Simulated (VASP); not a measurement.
A run of VASP 6.6.1 is set up as follows.

The input INCAR:

```
PREC = Accurate
ENCUT = 520
EDIFF = 1E-7
ISMEAR = 0
SIGMA = 0.15
LREAL = False
LASPH = True
NELM = 150
ALGO = Normal
ISIF = 2
LWAVE = False
LCHARG = False
ISPIN = 2
MAGMOM = 2.44
LORBIT = 11
LMAXMIX = 4
GGA = PE
NBANDS = 14
```

The input KPOINTS:

```
Automatic mesh
0
Gamma
  10 10 10
```

POSCAR

```
Fe
1.0
   -1.3638161386      1.4157750842      1.4487626437
    1.3638161386     -1.4157750842      1.4487626437
    1.3638161386      1.4157750842     -1.4487626437
Fe
1
Direct
    0.0000000000      0.0000000000      0.0000000000
```

Potentials or basis: VASP PAW PBE potentials, release 64 (Fe).

Command:

```console
$ cat potpaw_PBE.64/Fe/POTCAR > POTCAR
$ mpirun -np 1 vasp_std > vasp.out
```

Task: Estimate the site moments.

Result: Fe +2.14 μB.

Task: Predict the net moment.

Result: 2.14 μB per cell.

Task: Estimate the pressure.

Result: 2.5 GPa.

Stress tensor (GPa, compression positive):
```
 8.47  0.00  0.00
 0.00  0.75  0.00
 0.00  0.00 -1.69
```

Caveat: the cell differs from its parent crystal (normal strain along x -0.0367, normal strain along z +0.0233).
